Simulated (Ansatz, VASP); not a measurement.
# Ag in VASP and in Ansatz

```
CELL_PARAMETERS angstrom
2.87095 0.00000 0.00000
-1.43548 2.48632 0.00000
0.00000 0.00000 9.33806
ATOMIC_POSITIONS crystal
Ag 0.33333 0.66667 0.25000
Ag 0.66667 0.33333 0.75000
Ag 0.00000 0.00000 0.00000
Ag 0.00000 0.00000 0.50000
```

Alike in both runs: functional PBEsol; k mesh 18 × 18 × 4; occupations gaussian, width 0.1 eV; no spin polarisation.

Ansatz relaxed the structure, and its values are those at the end. VASP's run is a single point on that final structure, the one shown.

```csv
,VASP,Ansatz
version,VASP 6.6.1,Ansatz 0.2.0
potentials or method,"VASP PAW PBE potentials, release 64 (Ag), cutoff 520 eV","scalar-relativistic, plane waves, PAW"
valence electrons in the cell,44,76
```

VASP gave:

- gap on the k mesh at the Fermi level (eV): none
- pressure (GPa): -0.3

Which values does Ansatz return?

gap on the k mesh at the Fermi level (eV): none; pressure (GPa): 0.0.

VASP's potentials were made for PBE, not for PBEsol. A gap of «none» marks a metal or a gap that the smearing closes. The functional is the same, so the differences come from potentials, cutoffs and numerics. VASP's potentials hold 44 valence electrons a cell and Ansatz's 76, so a difference there can come from the potentials and not from the codes.
